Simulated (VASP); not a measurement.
# TlBr (Pm-3m) in VASP: a series of runs, part 2 of 2

VASP 6.6.1.

## (4) Single point, PBE (32.22 Å³/atom)

This run uses another cell than the first one, of 32.22 Å³/atom.

INCAR

```
SYSTEM = TlBr
  ALGO = Normal
  EDIFF = 1E-6
  ENCUT = 500
  GGA = PE
  GGA_COMPAT = .False.
  ISIF = 2
  ISMEAR = -1
  LASPH = .True.
  LCHARG = .False.
  LREAL = .False.
  LWAVE = .False.
  NBANDS = 17
  NELM = 120
  PREC = Accurate
  SIGMA = 0.03
```

KPOINTS

```
k-points
0
Gamma
  8 8 8
  0 0 0
```

POSCAR

```
TlBr
1.0
    4.0093094872      0.0000000000      0.0000000000
    0.0000000000      4.0093094872      0.0000000000
    0.0000000000      0.0000000000      4.0093094872
Tl Br
1 1
Direct
    0.0000000000      0.0000000000      0.0000000000
    0.5000000000      0.5000000000      0.5000000000
```

Potentials or basis: VASP PAW PBE potentials, release 64 (Tl_d, Br).

Run with:

```console
$ cat potpaw_PBE.64/Tl_d/POTCAR potpaw_PBE.64/Br/POTCAR > POTCAR
$ mpirun -np 1 vasp_std > vasp.out
```

OUTCAR:

```text
SYSTEM = TlBr
   EDIFF = 1E-6
   ENCUT = 500
   GGA = PE
   ISIF = 2
   ISMEAR = -1
   LASPH = .True.
   LREAL = .False.
   NELM = 120
   PREC = Accurate

 ion  position               nearest neighbor table
   1  0.000  0.000  0.000-
   2  0.500  0.500  0.500-

  LATTYP: Found a simple cubic cell.
 ALAT       =     4.0093094872

  Lattice vectors:

 A1 = (   4.0093094872,   0.0000000000,   0.0000000000)
 A2 = (   0.0000000000,   4.0093094872,   0.0000000000)
 A3 = (   0.0000000000,   0.0000000000,   4.0093094872)

Analysis of symmetry for initial positions (statically):
=====================================================================
 Subroutine PRICEL returns:
 Original cell was already a primitive cell.

 Routine SETGRP: Setting up the symmetry group for a
 simple cubic supercell.

 Subroutine GETGRP returns: Found 48 space group operations
 (whereof 48 operations were pure point group operations)
 out of a pool of 48 trial point group operations.

The static configuration has the point symmetry O_h .

Analysis of symmetry for dynamics (positions and initial velocities):
=====================================================================
 Subroutine PRICEL returns:
 Original cell was already a primitive cell.

 Routine SETGRP: Setting up the symmetry group for a
 simple cubic supercell.

 Subroutine GETGRP returns: Found 48 space group operations
 (whereof 48 operations were pure point group operations)
 out of a pool of 48 trial point group operations.

The dynamic configuration has the point symmetry O_h .

 Subroutine INISYM returns: Found 48 space group operations
 (whereof 48 operations are pure point group operations),
 and found     1 'primitive' translations

----------------------------------------------------------------------------------------

                                     Primitive cell

  volume of cell :      64.4479

  direct lattice vectors                    reciprocal lattice vectors
     4.009309487  0.000000000  0.000000000     0.249419508  0.000000000  0.000000000
     0.000000000  4.009309487  0.000000000     0.000000000  0.249419508  0.000000000
     0.000000000  0.000000000  4.009309487     0.000000000  0.000000000  0.249419508

  length of vectors
     4.009309487  4.009309487  4.009309487     0.249419508  0.249419508  0.249419508

  position of ions in fractional coordinates (direct lattice)
     0.000000000  0.000000000  0.000000000
     0.500000000  0.500000000  0.500000000

  ion indices of the primitive-cell ions
   primitive index   ion index
                 1           1
                 2           2

----------------------------------------------------------------------------------------

 KPOINTS: k-points

Automatic generation of k-mesh.
 Grid dimensions read from file:
 generate k-points for:    8    8    8

 Generating k-lattice:

  Cartesian coordinates                     Fractional coordinates (reciprocal lattice)
     0.031177439  0.000000000  0.000000000     0.125000000  0.000000000  0.000000000
     0.000000000  0.031177439  0.000000000     0.000000000  0.125000000  0.000000000
     0.000000000  0.000000000  0.031177439     0.000000000  0.000000000  0.125000000

  Length of vectors
     0.031177439  0.031177439  0.031177439

  Shift w.r.t. Gamma in fractional coordinates (k-lattice)
     0.000000000  0.000000000  0.000000000

 Subroutine IBZKPT returns following result:
 ===========================================

 Found     35 irreducible k-points:

 Following reciprocal coordinates:
            Coordinates               Weight
  0.000000  0.000000  0.000000      1.000000
  0.125000  0.000000  0.000000      6.000000
  0.250000  0.000000  0.000000      6.000000
  0.375000  0.000000  0.000000      6.000000
  0.500000  0.000000  0.000000      3.000000
  0.125000  0.125000  0.000000     12.000000
[... 16 lines left out ...]
  0.375000  0.375000  0.125000     24.000000
  0.500000  0.375000  0.125000     24.000000
 [... further k-points ...]
   k-points           NKPTS =     35   k-points in BZ     NKDIM =     35   number of bands    NBANDS=     17
   number of dos      NEDOS =    301   number of ions     NIONS =      2
   total plane-waves  NPLWV =  27000
   dimension x,y,z NGX =    30 NGY =   30 NGZ =   30
   dimension x,y,z NGXF=    60 NGYF=   60 NGZF=   60
   ions per type =               1   1
   NGX,Y,Z   is equivalent  to a cutoff of  12.44, 12.44, 12.44 a.u.
   NGXF,Y,Z  is equivalent  to a cutoff of  24.88, 24.88, 24.88 a.u.
 SYSTEM =  TlBr
   PREC   = accura    normal or accurate (medium, high low for compatibility)
   ISTART =      0    job   : 0-new  1-cont  2-samecut
   ICHARG =      2    charge: 1-file 2-atom 10-const
   ISPIN  =      1    spin polarized calculation?
   LNONCOLLINEAR =      F non collinear calculations
   LSORBIT =      F    spin-orbit coupling
   LASPH  =      T    aspherical Exc in radial PAW
   ENCUT  =  500.0 eV  36.75 Ry    6.06 a.u.   7.31  7.31  7.31*2*pi/ulx,y,z
   NELM   =    120;   NELMIN=  2; NELMDL= -5     # of ELM steps
   EDIFF  = 0.1E-05   stopping-criterion for ELM
   LREAL  =      F    real-space projection
   EDIFFG = 0.1E-04   stopping-criterion for IOM
   NSW    =      0    number of steps for IOM
   IBRION =     -1    ionic relax: 0-MD 1-quasi-New 2-CG
   NFREE  =      0    steps in history (QN), initial steepest desc. (CG)
   ISIF   =      2    stress and relaxation
   ISYM   =      2    0-nonsym 1-usesym 2-fastsym
   POTIM  = 0.5000    time-step for ionic-motion
   TEBEG  =    0.0;   TEEND  =   0.0 temperature during run
   PSTRESS=    0.0 pullay stress
   NELECT =      20.0000    total number of electrons
   NUPDOWN=      -1.0000    fix difference up-down
   EMIN   =  10.00;   EMAX   =-10.00  energy-range for DOS
   EFERMI =   0.00;   METHOD = LEGACY
   ISMEAR =    -1;   SIGMA  =   0.03  broadening in eV -4-tet -1-fermi 0-gaus
   EFERMI_NEDOS =   21; number of points for ismear=-14 and -15
   IALGO  =     38    algorithm
   IMIX   =      4    mixing-type and parameters
     AMIX     =   0.40;   BMIX     =  1.00
     AMIX_MAG =   1.60;   BMIX_MAG =  1.00
  volume/ion in A,a.u.               =      32.22       217.46
  Fermi-wavevector in a.u.,A,eV,Ry     =   1.108363  2.094502 16.714321  1.228468
  Thomas-Fermi vector in A             =   2.244889
   LORBIT       =      0    0 simple, 1 ext, 2 COOP (PROOUT), +10 PAW based schemes
   GGA     = PE    functional components
   LHFCALC =     F    Hartree Fock is set to
   AEXX    =    0.0000 exact exchange contribution
   IVDW    =     0    specifies the selected vdW correction
   LEPSILON=     F    determine dielectric tensor
   LRPA    =     F    only Hartree local field effects (RPA)
 non-spin polarized calculation
  energy-cutoff  :      500.00
  volume of cell :       64.45
 maximum number of plane-waves:      1666
 NGX is ok and might be reduce to    30
   NGX = 15   NGY = 15   NGZ = 15

 number of electron      20.0000006 magnetization

 Free energy of the ion-electron system (eV)
  ---------------------------------------------------
  ext. energy  EPLUGINS =         0.00000000
  ---------------------------------------------------
  free energy    TOTEN  =        -5.54113257 eV

  energy without entropy =       -5.54113257  energy(sigma->0) =       -5.54113257

 E-fermi :   2.7891     XC(G=0):  -8.8654

 val. band max:        2.1463687036   @ k =   0.5000   0.0000   0.0000
 cond. band min:       4.0658419850   @ k =   0.5000   0.0000   0.0000
 fundamental gap:      1.9194732815
 Fermi energy:         2.7890546633

 k-point     1 :       0.0000    0.0000    0.0000
  band No.  band energies     occupation
      1     -11.4577      2.00000
      2      -7.9133      2.00000
      3      -7.9133      2.00000
      4      -7.7477      2.00000
      5      -7.7477      2.00000
      6      -7.7477      2.00000
[... 9 lines left out ...]
     16      13.1064      0.00000
     17      15.5589      0.00000
[... 441 lines left out ...]
 k-point    24 :       0.5000    0.3750    0.1250
  band No.  band energies     occupation
      1     -11.1242      2.00000
      2      -7.8287      2.00000
      3      -7.8078      2.00000
      4      -7.7930      2.00000
      5      -7.7665      2.00000
      6      -7.7168      2.00000
[... 9 lines left out ...]
     16      13.0337      0.00000
     17      14.6625      0.00000

 [... further k-points ...]

------------------------ aborting loop because EDIFF is reached ----------------------------------------

  FORCE on cell =-STRESS in cart. coord.  units (eV):
  Direction    XX          YY          ZZ          XY          YZ          ZX
  --------------------------------------------------------------------------------------
  -------------------------------------------------------------------------------------
  Total        0.2645740      0.2645740      0.2645740      0.0000000      0.0000000     -0.0000000
  in kB        6.5773199      6.5773199      6.5773199      0.0000000      0.0000000     -0.0000000
  external PRESSURE =       6.5773199 kB  Pullay stress =       0.0000000 kB

 VOLUME and BASIS-vectors are now :
 -----------------------------------------------------------------------------
  energy-cutoff  :      500.00
  volume of cell :       64.45
      direct lattice vectors                 reciprocal lattice vectors
     4.009309487  0.000000000  0.000000000     0.249419508  0.000000000  0.000000000
     0.000000000  4.009309487  0.000000000     0.000000000  0.249419508  0.000000000
     0.000000000  0.000000000  4.009309487     0.000000000  0.000000000  0.249419508

 POSITION                                       TOTAL-FORCE (eV/Angst)
 -----------------------------------------------------------------------------------
      0.00000      0.00000      0.00000         0.000000      0.000000      0.000000
      2.00465      2.00465      2.00465         0.000000      0.000000      0.000000
 -----------------------------------------------------------------------------------
    total drift:                               -0.000000     -0.000000     -0.000000

  FREE ENERGIE OF THE ION-ELECTRON SYSTEM (eV)
  ---------------------------------------------------
  free  energy   TOTEN  =        -5.5411325742 eV

  energy  without entropy=       -5.5411325742  energy(sigma->0) =       -5.54113257
```

OSZICAR:

```text
N       E                     dE             d eps       ncg     rms          rms(c)
DAV:   1     0.945649449258E+02    0.94565E+02   -0.95431E+03  1222   0.993E+02
DAV:   2    -0.216525928315E+01   -0.96730E+02   -0.93776E+02  1526   0.217E+02
DAV:   3    -0.579969114014E+01   -0.36344E+01   -0.36245E+01  1355   0.366E+01
DAV:   4    -0.582224313488E+01   -0.22552E-01   -0.22550E-01  1537   0.339E+00
DAV:   5    -0.582246916136E+01   -0.22603E-03   -0.22603E-03  1413   0.328E-01    0.267E+00
DAV:   6    -0.556740828996E+01    0.25506E+00   -0.39082E-01  1259   0.303E+00    0.155E+00
DAV:   7    -0.554061112284E+01    0.26797E-01   -0.12709E-01  1319   0.152E+00    0.848E-01
DAV:   8    -0.554132244006E+01   -0.71132E-03   -0.17717E-02  1364   0.830E-01    0.172E-01
DAV:   9    -0.554099261536E+01    0.32982E-03   -0.14098E-03  1347   0.196E-01    0.790E-02
DAV:  10    -0.554113431032E+01   -0.14169E-03   -0.33454E-04  1280   0.904E-02    0.262E-02
DAV:  11    -0.554113199982E+01    0.23105E-05   -0.32707E-05  1465   0.365E-02    0.624E-03
DAV:  12    -0.554113257418E+01   -0.57436E-06   -0.27334E-06  1278   0.839E-03
   1 F= -.55411326E+01 E0= -.55411326E+01  d E =-.393463E-11
```

Wall time 44 s (1 thread of AMD EPYC 7R13, shared host); peak memory 0.16 GiB.

Results:

| Item | Value |
| --- | --- |
| Free energy | -5.5411 eV |
| Pressure | 0.7 GPa |
| Band gap on the k mesh | 1.92 eV |

Levels at points of the mesh, in eV from the valence-band top:
```
           k point  band 7  band 8  band 9  band 10  band 11  band 12  band 13  band 14
(0.00, 0.00, 0.00)   -4.59   -1.21   -1.21    -1.21     7.08     7.08     7.16     7.16
(0.50, 0.00, 0.00)   -5.40   -0.73   -0.73     0.00     1.92     5.78     5.78     8.09
(0.50, 0.50, 0.00)   -3.70   -2.78   -2.78    -0.64     4.85     4.85     7.32     7.71
(0.50, 0.50, 0.50)   -2.76   -1.81   -1.81    -1.81     2.24     2.24     2.24    12.70
```

Caveat: spin-orbit coupling is left out, which moves the levels of the heavy elements.

## (5) Single point, PBE (33.16 Å³/atom)

This run uses another cell than the first one, of 33.16 Å³/atom.

INCAR

```
SYSTEM = TlBr
  PREC = Accurate
  ENCUT = 500
  EDIFF = 1E-6
  ISMEAR = -1
  SIGMA = 0.03
  LREAL = .False.
  LASPH = .True.
  NELM = 120
  ALGO = Normal
  ISIF = 2
  LWAVE = .False.
  LCHARG = .True.
  GGA = PE
  LELF = .True.
  LVHAR = .True.
  NBANDS = 17
  GGA_COMPAT = .False.
```

KPOINTS

```
Automatic mesh
0
Gamma
  8 8 8
  0 0 0
```

POSCAR

```
TlBr
1.0
    4.0478629050      0.0000000000      0.0000000000
    0.0000000000      4.0478629050      0.0000000000
    0.0000000000      0.0000000000      4.0478629050
Tl Br
1 1
Direct
    0.0000000000      0.0000000000      0.0000000000
    0.5000000000      0.5000000000      0.5000000000
```

Run with:

```console
$ cat potpaw_PBE.64/Tl_d/POTCAR potpaw_PBE.64/Br/POTCAR > POTCAR
$ mpirun -np 1 vasp_std > vasp.out
```

Wall time 44 s (1 thread of AMD EPYC 7R13, shared host); peak memory 0.16 GiB.

It converged, with:

* Free energy: -5.5456 eV
* Pressure: 0.0 GPa
* Band gap on the k mesh: 1.99 eV

Levels at points of the mesh, in eV from the valence-band top:
| k point | band 8 | band 9 | band 10 | band 11 | band 12 | band 13 |
| --- | --- | --- | --- | --- | --- | --- |
| (0.00, 0.00, 0.00) | -1.09 | -1.09 | -1.09 | 7.06 | 7.06 | 7.06 |
| (0.50, 0.00, 0.00) | -0.64 | -0.64 | 0.00 | 1.99 | 5.78 | 5.78 |
| (0.50, 0.50, 0.00) | -2.59 | -2.59 | -0.55 | 4.82 | 4.82 | 7.24 |
| (0.50, 0.50, 0.50) | -1.67 | -1.67 | -1.67 | 2.34 | 2.34 | 2.34 |

Caveat: spin-orbit coupling is left out, which moves the levels of the heavy elements. A k mesh can miss the band edges.

## (6) The runs side by side

| cell | gap on the mesh (eV) | pressure (GPa) |
| --- | --- | --- |
| a = 3.930 Å, 2 atoms | 1.76 | 2.3 |
| a = 3.970 Å, 2 atoms | 1.84 | 1.4 |
| a = 4.009 Å, 2 atoms | 1.92 | 0.7 |
| a = 4.048 Å, 2 atoms | 1.99 | 0.0 |

Alike in all rows: task single point; level PBE; potentials or basis VASP PAW PBE potentials, release 64 (Tl_d, Br); no spin polarisation; k mesh 8 × 8 × 8; cutoff (eV) 500; smearing fermi-dirac 0.03 eV.

Caveats: spin-orbit coupling is left out, which moves the levels of the heavy elements.

Total energies depend on the potentials used, so only differences within one code and one set of settings carry meaning.
